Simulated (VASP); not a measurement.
# Si (P6_3/mmc) in VASP: a series of runs

The runs below take Si through relaxation of shape and atoms at fixed volume, with PBE.

Program: VASP 6.6.1. These are calculated values, not measurements. Logs are shortened: lines on timing, memory, paths and dates and some standing lists are left out, and cuts for length are marked.

### Step 1. The cell of the first run

Symmetry: P6_3/mmc, No. 194, hexagonal system. The conventional cell has a = 3.771 Å, b = 3.771 Å, c = 6.240 Å, α = 90.00°, β = 90.00°, γ = 120.00°. Within 3.1 Å of Si (site symmetry 3m) lie 4 Si at 2.32 to 2.33 Å.

This isn't the form of Si at room conditions, which is diamond.

### Step 2. Relaxation of shape and atoms at fixed volume, PBE (19.21 Å³/atom)

The input, INCAR:

```
PREC     = Accurate       # precision mode
ENCUT    = 600            # plane-wave cutoff, eV
EDIFF    = 1E-6           # SCF threshold, eV
ISMEAR   = 0              # smearing method
SIGMA    = 0.02           # smearing width, eV
LREAL    = F              # projectors in reciprocal space
LASPH    = T              # aspherical terms in the spheres
NELM     = 80             # most SCF steps
ALGO     = Normal         # electronic algorithm
ISIF     = 4              # what is computed and relaxed
LWAVE    = F              # write WAVECAR
LCHARG   = F              # write CHGCAR
GGA      = PE             # functional
IBRION   = 2              # ionic algorithm
NSW      = 50             # ionic steps
EDIFFG   = -0.01          # ionic threshold
```

The input, KPOINTS:

```
Automatic mesh
0
Gamma
  12 12 6
```

The input, POSCAR:

```
Si
1.0
    3.7711335943      0.0000000000      0.0000000000
   -1.8855667972      3.2658974938      0.0000000000
    0.0000000000      0.0000000000      6.2401396142
Si
4
Direct
    0.3333333333      0.6666666667      0.0631057822
    0.6666666667      0.3333333333      0.5631057822
    0.3333333333      0.6666666667      0.4368942178
    0.6666666667      0.3333333333      0.9368942178
```

Potentials or basis: VASP PAW PBE potentials, release 64 (Si).

The run is started by

```bash
cat potpaw_PBE.64/Si/POTCAR > POTCAR
mpirun -np 1 vasp_std > vasp.out
```

OUTCAR:

```text
PREC = Accurate
   ENCUT = 600
   EDIFF = 1E-6
   ISMEAR = 0
   LREAL = F
   LASPH = T
   NELM = 80
   ISIF = 4
   GGA = PE
   IBRION = 2
   NSW = 50
   EDIFFG = -0.01

 ion  position               nearest neighbor table
   1  0.333  0.667  0.063-   4 2.32   4 2.32   4 2.32   3 2.33
   2  0.667  0.333  0.563-   3 2.32   3 2.32   3 2.32   4 2.33
   3  0.333  0.667  0.437-   2 2.32   2 2.32   2 2.32   1 2.33
   4  0.667  0.333  0.937-   1 2.32   1 2.32   1 2.32   2 2.33

  LATTYP: Found a hexagonal cell.
 ALAT       =     3.7711335943
 C/A-ratio  =     1.6547118945

  Lattice vectors:

 A1 = (   3.7711335943,   0.0000000000,   0.0000000000)
 A2 = (  -1.8855667972,   3.2658974938,   0.0000000000)
 A3 = (   0.0000000000,   0.0000000000,   6.2401396142)

Analysis of symmetry for initial positions (statically):
=====================================================================
 Subroutine PRICEL returns:
 Original cell was already a primitive cell.

 Routine SETGRP: Setting up the symmetry group for a
 hexagonal supercell.

 Subroutine GETGRP returns: Found 24 space group operations
 (whereof 12 operations were pure point group operations)
 out of a pool of 24 trial point group operations.

The static configuration has the point symmetry D_3d.
 The point group associated with its full space group is D_6h.

Analysis of symmetry for dynamics (positions and initial velocities):
=====================================================================
 Subroutine PRICEL returns:
 Original cell was already a primitive cell.

 Routine SETGRP: Setting up the symmetry group for a
 hexagonal supercell.

 Subroutine GETGRP returns: Found 24 space group operations
 (whereof 12 operations were pure point group operations)
 out of a pool of 24 trial point group operations.

The dynamic configuration has the point symmetry D_3d.
 The point group associated with its full space group is D_6h.

 Subroutine INISYM returns: Found 24 space group operations
 (whereof 12 operations are pure point group operations),
 and found     1 'primitive' translations

----------------------------------------------------------------------------------------

                                     Primitive cell

  volume of cell :      76.8544

  direct lattice vectors                    reciprocal lattice vectors
     3.771133594  0.000000000  0.000000000     0.265172255  0.153097273  0.000000000
    -1.885566797  3.265897494  0.000000000     0.000000000  0.306194546  0.000000000
     0.000000000  0.000000000  6.240139614     0.000000000  0.000000000  0.160252825

  length of vectors
     3.771133594  3.771133594  6.240139614     0.306194546  0.306194546  0.160252825

  position of ions in fractional coordinates (direct lattice)
     0.333333333  0.666666667  0.063105782
     0.666666667  0.333333333  0.563105782
     0.333333333  0.666666667  0.436894218
     0.666666667  0.333333333  0.936894218

  ion indices of the primitive-cell ions
   primitive index   ion index
                 1           1
                 2           2
                 3           3
                 4           4

----------------------------------------------------------------------------------------

 KPOINTS: Automatic mesh

Automatic generation of k-mesh.
 Grid dimensions read from file:
 generate k-points for:   12   12    6

 Generating k-lattice:

  Cartesian coordinates                     Fractional coordinates (reciprocal lattice)
     0.022097688  0.012758106  0.000000000     0.083333333 -0.000000000  0.000000000
     0.000000000  0.025516212  0.000000000     0.000000000  0.083333333  0.000000000
[... 75 lines left out ...]
   IALGO  =     38    algorithm
   IMIX   =      4    mixing-type and parameters
     AMIX     =   0.40;   BMIX     =  1.00
     AMIX_MAG =   1.60;   BMIX_MAG =  1.00
  volume/ion in A,a.u.               =      19.21       129.66
  Fermi-wavevector in a.u.,A,eV,Ry     =   0.970268  1.833541 12.808808  0.941421
  Thomas-Fermi vector in A             =   2.100390
   LORBIT       =      0    0 simple, 1 ext, 2 COOP (PROOUT), +10 PAW based schemes
   GGA     = PE    functional components
   LHFCALC =     F    Hartree Fock is set to
   AEXX    =    0.0000 exact exchange contribution
   IVDW    =     0    specifies the selected vdW correction
   LEPSILON=     F    determine dielectric tensor
   LRPA    =     F    only Hartree local field effects (RPA)
 conjugate gradient relaxation of ions
 non-spin polarized calculation
 Gauss-broadening in eV      SIGMA  =   0.02
  energy-cutoff  :      600.00
  volume of cell :       76.85
 maximum number of plane-waves:      2589
   NGX = 15   NGY = 15   NGZ = 25

--------------------------------------- Ionic step        1  -------------------------------------------

 number of electron      15.9999999 magnetization

 Free energy of the ion-electron system (eV)
  ---------------------------------------------------
  ext. energy  EPLUGINS =         0.00000000
  ---------------------------------------------------
  free energy    TOTEN  =       -21.56652004 eV

  energy without entropy =      -21.56652004  energy(sigma->0) =      -21.56652004

------------------------ aborting loop because EDIFF is reached ----------------------------------------

  FORCE on cell =-STRESS in cart. coord.  units (eV):
  Direction    XX          YY          ZZ          XY          YZ          ZX
  --------------------------------------------------------------------------------------
  -------------------------------------------------------------------------------------
  Total        2.9836150      2.9836150      2.9591579     -0.0000000     -0.0000000      0.0000000
  in kB       62.1991695     62.1991695     61.6893156     -0.0000000     -0.0000000      0.0000000
  external PRESSURE =      62.0292182 kB  Pullay stress =       0.0000000 kB

 VOLUME and BASIS-vectors are now :
 -----------------------------------------------------------------------------
  energy-cutoff  :      600.00
  volume of cell :       76.85
      direct lattice vectors                 reciprocal lattice vectors
     3.771133594  0.000000000  0.000000000     0.265172255  0.153097273  0.000000000
    -1.885566797  3.265897494  0.000000000     0.000000000  0.306194546  0.000000000
     0.000000000  0.000000000  6.240139614     0.000000000  0.000000000  0.160252825

 POSITION                                       TOTAL-FORCE (eV/Angst)
 -----------------------------------------------------------------------------------
     -0.00000      2.17726      0.39379        -0.000000      0.000000      0.011707
      1.88557      1.08863      3.51386        -0.000000     -0.000000      0.011707
     -0.00000      2.17726      2.72628         0.000000      0.000000     -0.011707
      1.88557      1.08863      5.84635         0.000000     -0.000000     -0.011707
 -----------------------------------------------------------------------------------
    total drift:                               -0.000000      0.000000     -0.000000

  FREE ENERGIE OF THE ION-ELECTRON SYSTEM (eV)
  ---------------------------------------------------
  free  energy   TOTEN  =       -21.5665200372 eV

  energy  without entropy=      -21.5665200372  energy(sigma->0) =      -21.56652004

--------------------------------------- Ionic step        2  -------------------------------------------

 number of electron      15.9999999 magnetization

 Free energy of the ion-electron system (eV)
  ---------------------------------------------------
  ext. energy  EPLUGINS =         0.00000000
  ---------------------------------------------------
  free energy    TOTEN  =       -21.56652194 eV

  energy without entropy =      -21.56652194  energy(sigma->0) =      -21.56652194

 E-fermi :   6.6593     XC(G=0):  -9.5670

 val. band max:        6.5353865254   @ k =   0.0000   0.0000   0.0000
 cond. band min:       6.8475243362   @ k =   0.5000   0.0000   0.0000
 fundamental gap:      0.3121378107
 Fermi energy:         6.6592515074

 k-point     1 :       0.0000    0.0000    0.0000
  band No.  band energies     occupation
      1      -6.0110      2.00000
      2      -3.6104      2.00000
      3      -0.9440      2.00000
      4       4.9456      2.00000
      5       4.9456      2.00000
      6       6.1330      2.00000
      7       6.5354      2.00000
      8       6.5354      2.00000
      9       7.6940      0.00000
     10       8.5020      0.00000
     11       8.5020      0.00000
     12       8.9176      0.00000
[... 331 lines left out ...]
 k-point    24 :       0.3333   -0.0000    0.1667
  band No.  band energies     occupation
      1      -4.6283      2.00000
      2      -2.6827      2.00000
      3      -0.6361      2.00000
      4       1.6416      2.00000
      5       1.7766      2.00000
      6       3.6976      2.00000
      7       4.5800      2.00000
      8       5.1224      2.00000
      9       7.1976      0.00000
     10       8.5334      0.00000
     11       9.0824      0.00000
     12      10.0637      0.00000

 [... further k-points ...]

------------------------ aborting loop because EDIFF is reached ----------------------------------------

  FORCE on cell =-STRESS in cart. coord.  units (eV):
  Direction    XX          YY          ZZ          XY          YZ          ZX
  --------------------------------------------------------------------------------------
  -------------------------------------------------------------------------------------
  Total        2.9532683      2.9532683      3.0118934     -0.0000000      0.0000000      0.0000000
  in kB       61.5665360     61.5665360     62.7886886     -0.0000000      0.0000000      0.0000000
  external PRESSURE =      61.9739202 kB  Pullay stress =       0.0000000 kB

 VOLUME and BASIS-vectors are now :
 -----------------------------------------------------------------------------
  energy-cutoff  :      600.00
  volume of cell :       76.85
      direct lattice vectors                 reciprocal lattice vectors
     3.771504419 -0.000000000  0.000000000     0.265146183  0.153082220  0.000000000
    -1.885752209  3.266218637 -0.000000000     0.000000000  0.306164440  0.000000000
     0.000000000 -0.000000000  6.238912579    -0.000000000  0.000000000  0.160284342

 POSITION                                       TOTAL-FORCE (eV/Angst)
 -----------------------------------------------------------------------------------
     -0.00000      2.17748      0.39428         0.000000      0.000000     -0.008604
      1.88575      1.08874      3.51373        -0.000000      0.000000     -0.008604
     -0.00000      2.17748      2.72518         0.000000     -0.000000      0.008604
      1.88575      1.08874      5.84464        -0.000000     -0.000000      0.008604
 -----------------------------------------------------------------------------------
    total drift:                               -0.000000      0.000000     -0.000000

  FREE ENERGIE OF THE ION-ELECTRON SYSTEM (eV)
  ---------------------------------------------------
  free  energy   TOTEN  =       -21.5665219376 eV

  energy  without entropy=      -21.5665219376  energy(sigma->0) =      -21.56652194

 reached required accuracy - stopping structural energy minimisation
```

Run time: 41 s. Hardware: 1 thread of Intel Xeon 6975P-C (Granite Rapids), shared host; peak memory 0.23 GiB.

Results:

* Free energy: -21.5665 eV
* Energy gained by relaxing: 0.0 meV/atom
* Ionic steps: 2
* Pressure after relaxing: 6.2 GPa
* Largest force after relaxing: 0.009 eV/Å
* Band gap on the k mesh: 0.31 eV (least direct gap 1.16 eV)

Forces on the atoms (eV/Å):
```
Si   0.000  0.000 -0.009
Si   0.000  0.000 -0.009
Si   0.000  0.000  0.009
Si   0.000  0.000  0.009
```

Stress tensor (GPa, compression positive):
```
6.16 0.00 0.00
0.00 6.16 0.00
0.00 0.00 6.28
```

Final structure:
```
Si
1.0
     3.77150    0.00000    0.00000
    -1.88575    3.26622    0.00000
     0.00000    0.00000    6.23891
Si
4
Direct
  0.33333 0.66667 0.06320
  0.66667 0.33333 0.56320
  0.33333 0.66667 0.43680
  0.66667 0.33333 0.93680
```

Caveat: semilocal functionals underestimate gaps, and a narrow one can read as zero.

(Continued in part 2 of 2.)
